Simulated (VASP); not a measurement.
# HC18F in VASP: a series of runs

The runs below take HC18F through single point, with PBE+D3(BJ).

All numbers are computed with VASP 6.6.1; they aren't measurements. Logs are shortened: lines on timing, memory, paths and dates and some standing lists are left out, and cuts for length are marked.

## Step 1: The cell of the first run

The cell holds a slab with vacuum, 20 atoms: a = 7.398 Å, b = 7.398 Å, c = 11.000 Å, α = 90.00°, β = 90.00°, γ = 120.00°.

## Step 2: Single point, PBE+D3(BJ)

The input, INCAR:

```
SYSTEM = HC18F
ALGO     = Normal         ! electronic algorithm
EDIFF    = 1E-6           ! SCF threshold, eV
ENCUT    = 1010           ! plane-wave cutoff, eV
GGA      = PE             ! functional
GGA_COMPAT= .False.      
ISIF     = 2              ! what is computed and relaxed
ISMEAR   = 0              ! smearing method
IVDW     = 12             ! dispersion correction
LASPH    = .True.         ! aspherical terms in the spheres
LCHARG   = .True.         ! write CHGCAR
LELF     = .True.         ! ELF
LREAL    = Auto         
LVHAR    = .True.       
LWAVE    = .False.        ! write WAVECAR
NBANDS   = 56             ! bands
NELM     = 120            ! most SCF steps
NELMDL   = -8           
PREC     = Accurate       ! precision mode
SIGMA    = 0.02           ! smearing width, eV
```

The input, KPOINTS:

```
k-points
0
Gamma
  2 2 1
  0 0 0
```

The input, POSCAR:

```
HC18F
1.0
    7.3980000000      0.0000000000      0.0000000000
   -3.6990000000      6.4068560000      0.0000000000
    0.0000000000      0.0000000000     11.0000000000
C F H
18 1 1
Direct
    0.0133482238     -0.0063216654      0.0855570909
    0.2329241953      0.1036553654      0.0856655455
    0.0110742509      0.3252671825      0.0856991818
    0.2352525904      0.4372859324      0.0856639091
    0.0113487529      0.6606791225      0.0856747273
    0.2345545339      0.7721823309      0.0860039091
    0.3446191911     -0.0076986278      0.0858633636
    0.5688698615      0.1042174196      0.0856753636
    0.3451284985      0.3276479134      0.0856782727
    0.5679453217      0.4390209488      0.0856947273
    0.3468849005      0.6600877248      0.0856408182
    0.5663877505      0.7700961283      0.0855473636
    0.6784481313     -0.0057312042      0.0855756364
    0.9012818522      0.1056872513      0.0856397273
    0.6800529031      0.3270349763      0.0856921818
    0.8995783978      0.4366731514      0.0856861818
    0.6777376673      0.6585980706      0.0855930000
    0.9018288284      0.7706784732      0.0855505455
    0.2666080628      0.8438681937      0.3698572727
    0.2657412957      0.8430684254      0.2844050000
```

Potentials or basis: VASP PAW PBE potentials, release 64 (C_h, F_h, H_h).

Run with:

```console
> cat potpaw_PBE.64/C_h/POTCAR potpaw_PBE.64/F_h/POTCAR potpaw_PBE.64/H_h/POTCAR > POTCAR
> mpirun -np 1 vasp_std > vasp.out
```

OUTCAR:

```text
SYSTEM = HC18F
   EDIFF = 1E-6
   ENCUT = 1010
   GGA = PE
   ISIF = 2
   ISMEAR = 0
   IVDW = 12
   LASPH = .True.
   LREAL = Auto
   NELM = 120
   NELMDL = -8
   PREC = Accurate
 IVDW          = 12

 ion  position               nearest neighbor table
   1  0.013  0.994  0.086-   2 1.41  18 1.43  14 1.44
   2  0.233  0.104  0.086-   1 1.41   7 1.43   9 1.44
   3  0.011  0.325  0.086-  14 1.41  16 1.43   4 1.44
   4  0.235  0.437  0.086-   9 1.41  11 1.43   3 1.44
   5  0.011  0.661  0.086-  18 1.41   6 1.43  16 1.44
   6  0.235  0.772  0.086-   7 1.41   5 1.43  11 1.44
[... 10 lines left out ...]
  17  0.678  0.659  0.086-  10 1.41  12 1.43  18 1.44
  18  0.902  0.771  0.086-   5 1.41   1 1.43  17 1.44
  19  0.267  0.844  0.370-  20 0.94
  20  0.266  0.843  0.284-  19 0.94

  LATTYP: Found a hexagonal cell.
 ALAT       =     7.3980000000
 C/A-ratio  =     1.4868883482

  Lattice vectors:

 A1 = (   7.3980000000,   0.0000000000,   0.0000000000)
 A2 = (  -3.6990000000,   6.4068560000,   0.0000000000)
 A3 = (   0.0000000000,   0.0000000000,  11.0000000000)

Analysis of symmetry for initial positions (statically):
=====================================================================
 Subroutine PRICEL returns:
 Original cell was already a primitive cell.

 Routine SETGRP: Setting up the symmetry group for a
 hexagonal supercell.

 Subroutine GETGRP returns: Found  1 space group operations
 (whereof  1 operations were pure point group operations)
 out of a pool of 24 trial point group operations.

The static configuration has the point symmetry C_1 .

Analysis of symmetry for dynamics (positions and initial velocities):
=====================================================================
 Subroutine PRICEL returns:
 Original cell was already a primitive cell.

 Routine SETGRP: Setting up the symmetry group for a
 hexagonal supercell.

 Subroutine GETGRP returns: Found  1 space group operations
 (whereof  1 operations were pure point group operations)
 out of a pool of 24 trial point group operations.

The dynamic configuration has the point symmetry C_1 .

 Subroutine INISYM returns: Found  1 space group operations
 (whereof  1 operations are pure point group operations),
 and found     1 'primitive' translations

[... 108 lines left out ...]
   NELM   =    120;   NELMIN=  2; NELMDL= -8     # of ELM steps
   EDIFF  = 0.1E-05   stopping-criterion for ELM
   LREAL  =      T    real-space projection
   EDIFFG = 0.1E-04   stopping-criterion for IOM
   NSW    =      0    number of steps for IOM
[... 5 lines left out ...]
   TEBEG  =    0.0;   TEEND  =   0.0 temperature during run
   PSTRESS=    0.0 pullay stress
   NELECT =      80.0000    total number of electrons
   NUPDOWN=      -1.0000    fix difference up-down
   EMIN   =  10.00;   EMAX   =-10.00  energy-range for DOS
   EFERMI =   0.00;   METHOD = LEGACY
   ISMEAR =     0;   SIGMA  =   0.02  broadening in eV -4-tet -1-fermi 0-gaus
   EFERMI_NEDOS =   21; number of points for ismear=-14 and -15
   IALGO  =     38    algorithm
   IMIX   =      4    mixing-type and parameters
     AMIX     =   0.40;   BMIX     =  1.00
     AMIX_MAG =   1.60;   BMIX_MAG =  1.00
  volume/ion in A,a.u.               =      26.07       175.92
  Fermi-wavevector in a.u.,A,eV,Ry     =   0.876437  1.656226 10.451210  0.768142
  Thomas-Fermi vector in A             =   1.996247
   LORBIT       =      0    0 simple, 1 ext, 2 COOP (PROOUT), +10 PAW based schemes
   GGA     = PE    functional components
   LHFCALC =     F    Hartree Fock is set to
   AEXX    =    0.0000 exact exchange contribution
   IVDW    =    12    specifies the selected vdW correction
   LEPSILON=     F    determine dielectric tensor
   LRPA    =     F    only Hartree local field effects (RPA)
 non-spin polarized calculation
 Gauss-broadening in eV      SIGMA  =   0.02
  energy-cutoff  :     1010.00
  volume of cell :      521.38
 maximum number of plane-waves:     38046
 NGX is ok and might be reduce to    80
   NGX = 39   NGY = 39   NGZ = 57

 number of electron      80.0000001 magnetization

 Free energy of the ion-electron system (eV)
  ---------------------------------------------------
  ext. energy  EPLUGINS =         0.00000000
  ---------------------------------------------------
  free energy    TOTEN  =      -173.95385410 eV

  energy without entropy =     -173.95385410  energy(sigma->0) =     -173.95385410

 E-fermi :  -1.5228     XC(G=0):  -4.3235

 val. band max:       -1.6162074431   @ k =   0.0000   0.0000   0.0000
 cond. band min:      -1.4291688861   @ k =   0.0000   0.0000   0.0000
 fundamental gap:      0.1870385571
 Fermi energy:        -1.5228116059

 k-point     1 :       0.0000    0.0000    0.0000
  band No.  band energies     occupation
      1     -26.4201      2.00000
      2     -21.0540      2.00000
      3     -18.5612      2.00000
      4     -18.5141      2.00000
      5     -18.5034      2.00000
      6     -18.4748      2.00000
[... 209 lines left out ...]
     51       4.6038      0.00000
     52       4.7999      0.00000
 [bands above 52 left out]

------------------------ aborting loop because EDIFF is reached ----------------------------------------

 Edisp (eV)   -1.70097

 E8    (eV) :    -0.5217

  FORCE on cell =-STRESS in cart. coord.  units (eV):
  Direction    XX          YY          ZZ          XY          YZ          ZX
  --------------------------------------------------------------------------------------
  -------------------------------------------------------------------------------------
  Total       0.38944     0.42480    -0.23218     0.00538     0.00396    -0.00211
  in kB       1.19673     1.30540    -0.71348     0.01654     0.01217    -0.00649
  external pressure =        0.60 kB  Pullay stress =        0.00 kB

 VOLUME and BASIS-vectors are now :
 -----------------------------------------------------------------------------
  energy-cutoff  :     1010.00
  volume of cell :      521.38
      direct lattice vectors                 reciprocal lattice vectors
     7.398000000  0.000000000  0.000000000     0.135171668  0.078041398  0.000000000
    -3.699000000  6.406856000  0.000000000     0.000000000  0.156082796  0.000000000
     0.000000000  0.000000000 11.000000000     0.000000000  0.000000000  0.090909091

 POSITION                                       TOTAL-FORCE (eV/Angst)
 -----------------------------------------------------------------------------------
     -3.57687      6.36635      0.94113        -0.005249     -0.000507     -0.000077
      1.33975      0.66410      0.94232         0.002135      0.006029     -0.001664
     -1.12124      2.08394      0.94269         0.009028      0.011467      0.001242
      0.12288      2.80163      0.94230        -0.014383     -0.003960      0.000528
     -2.35989      4.23288      0.94242         0.004209     -0.009467      0.000075
     -1.12107      4.94726      0.94604         0.002240     -0.009807      0.000748
[... 12 lines left out ...]
     -1.14910      5.40654      4.06843        -0.001848     -0.000248     -0.041589
     -1.15256      5.40142      3.12845         0.001185      0.000675      0.041932
 -----------------------------------------------------------------------------------
    total drift:                               -0.001144     -0.000588     -0.002290

  FREE ENERGIE OF THE ION-ELECTRON SYSTEM (eV)
  ---------------------------------------------------
  free  energy   TOTEN  =      -175.6548233768 eV

  energy  without entropy=     -175.6548233768  energy(sigma->0) =     -175.65482338
```

Run time: 27 min. Hardware: 1 thread of Intel Xeon Platinum 8375C at 2.90GHz (Ice Lake), shared host; peak memory 1.4 GiB.

Results:

```
Free energy                : -175.6548 eV
Largest force              : 0.042 eV/Å
Band gap on the k mesh     : 0.19 eV
Dispersion energy per atom : -0.085 eV
```

Forces on the atoms (eV/Å):
```
C   -0.005 -0.001  0.000
C    0.002  0.006 -0.002
C    0.009  0.011  0.001
C   -0.014 -0.004  0.001
C    0.004 -0.009  0.000
C    0.002 -0.010  0.001
C   -0.001  0.007  0.000
C   -0.007  0.004 -0.001
C    0.002 -0.010 -0.001
C    0.010 -0.006  0.000
C   -0.012 -0.001  0.000
C    0.008  0.010 -0.001
C    0.007 -0.009  0.000
C    0.004 -0.007  0.000
C   -0.013  0.000  0.000
C    0.006  0.011  0.000
C    0.006  0.006  0.000
C   -0.008  0.001  0.000
F   -0.002  0.000 -0.042
H    0.001  0.001  0.042
```

Levels at points of the mesh, in eV from the valence-band top:
```tsv
k point	band 37	band 38	band 39	band 40	band 41	band 42	band 43	band 44
(0.00, 0.00, 0.00)	-2.96	-2.96	-0.06	0.00	0.19	0.22	3.44	4.79
(0.50, 0.00, 0.00)	-2.58	-2.53	-2.52	-2.26	1.77	2.54	2.58	2.64
(0.00, 0.50, 0.00)	-2.58	-2.55	-2.53	-2.26	1.75	2.54	2.57	2.64
(0.50, 0.50, 0.00)	-2.58	-2.53	-2.51	-2.26	1.77	2.54	2.58	2.63
```

Caveat: the k points lie up to 0.49 Å⁻¹ apart; there is no dipole correction, which matters where the two faces differ.

## Step 3: Single point, PBE+D3(BJ)

The input, INCAR:

```
ALGO = Normal ; EDIFF = 1E-6
ENCUT = 1010 ; GGA = PE
GGA_COMPAT = False ; ISIF = 2
ISMEAR = 0 ; IVDW = 12
LASPH = True ; LCHARG = False
LREAL = Auto ; LWAVE = False
NBANDS = 56 ; NELM = 120
NELMDL = -8 ; PREC = Accurate
SIGMA = 0.02
```

The input, KPOINTS:

```
k-points
0
Gamma
  2 2 1
```

The input, POSCAR:

```
HC18F
1.0
    7.3980000000      0.0000000000      0.0000000000
   -3.6990000000      6.4068560000      0.0000000000
    0.0000000000      0.0000000000     11.0000000000
C F H
18 1 1
Direct
    0.0186320273      0.0076895750      0.0856828182
    0.2395369273      0.1181406294      0.0856168182
    0.0186175315      0.3389255198      0.0856544545
    0.2393014792      0.4490292899      0.0857230909
    0.0164907636      0.6721529249      0.0856978182
    0.2413657781      0.7848607804      0.0857241818
    0.3520444288      0.0058431156      0.0855388182
    0.5728602246      0.1161535393      0.0855120909
    0.3500013874      0.3387837966      0.0856571818
    0.5749435793      0.4513291699      0.0857009091
    0.3519149576      0.6742589501      0.0861185455
    0.5733205157      0.7849851784      0.0857566364
    0.6834919857      0.0057120060      0.0855645455
    0.9083039325      0.1180131097      0.0856270000
    0.6853000437      0.3410174975      0.0856807273
    0.9062212199      0.4514643376      0.0856882727
    0.6854934692      0.6722851271      0.0857242727
    0.9061975748      0.7828290506      0.0857010000
    0.3823985772      0.7315560081      0.3695920000
    0.3765125090      0.7209679756      0.2844027273
```

Potentials or basis: VASP PAW PBE potentials, release 64 (C_h, F_h, H_h).

Run with:

```console
> cat potpaw_PBE.64/C_h/POTCAR potpaw_PBE.64/F_h/POTCAR potpaw_PBE.64/H_h/POTCAR > POTCAR
> mpirun -np 1 vasp_std > vasp.out
```

Wall time 15 min (1 thread of Intel Xeon Platinum 8259CL at 2.50GHz (Skylake/Cascade Lake), shared host); peak memory 1.4 GiB.

Results (log left out):

```
Free energy                : -175.6542 eV
Largest force              : 0.019 eV/Å
Band gap on the k mesh     : 0.19 eV
Dispersion energy per atom : -0.085 eV
```

Forces on the atoms (eV/Å):
```
C    0.003 -0.001  0.000
C   -0.002 -0.004 -0.001
C   -0.002 -0.003  0.000
C    0.002  0.001  0.001
C   -0.002  0.004  0.000
C    0.000  0.001  0.003
C   -0.002 -0.001  0.000
C    0.003  0.000 -0.001
C   -0.001  0.003  0.001
C   -0.002  0.003  0.001
C    0.004  0.000 -0.004
C   -0.002 -0.002  0.000
C   -0.001  0.002 -0.001
C   -0.002  0.003 -0.001
C    0.002  0.000 -0.001
C    0.000 -0.004  0.000
C   -0.002 -0.002  0.000
C    0.003  0.000  0.000
F    0.001 -0.001 -0.017
H   -0.001  0.001  0.019
```

Levels at points of the mesh, in eV from the valence-band top:
| k point | band 36 | band 37 | band 38 | band 39 | band 40 | band 41 | band 42 | band 43 | band 44 | band 45 |
| --- | --- | --- | --- | --- | --- | --- | --- | --- | --- | --- |
| (0.00, 0.00, 0.00) | -4.35 | -2.96 | -2.96 | -0.04 | 0.00 | 0.19 | 0.22 | 3.45 | 4.80 | 4.91 |
| (0.50, 0.00, 0.00) | -2.60 | -2.57 | -2.53 | -2.51 | -2.25 | 1.77 | 2.54 | 2.59 | 2.64 | 2.68 |
| (0.00, 0.50, 0.00) | -2.63 | -2.56 | -2.53 | -2.50 | -2.26 | 1.78 | 2.57 | 2.58 | 2.62 | 2.68 |
| (0.50, 0.50, 0.00) | -2.60 | -2.57 | -2.54 | -2.51 | -2.25 | 1.77 | 2.53 | 2.59 | 2.64 | 2.68 |

Caveat: the k points lie up to 0.49 Å⁻¹ apart; there is no dipole correction, which matters where the two faces differ.
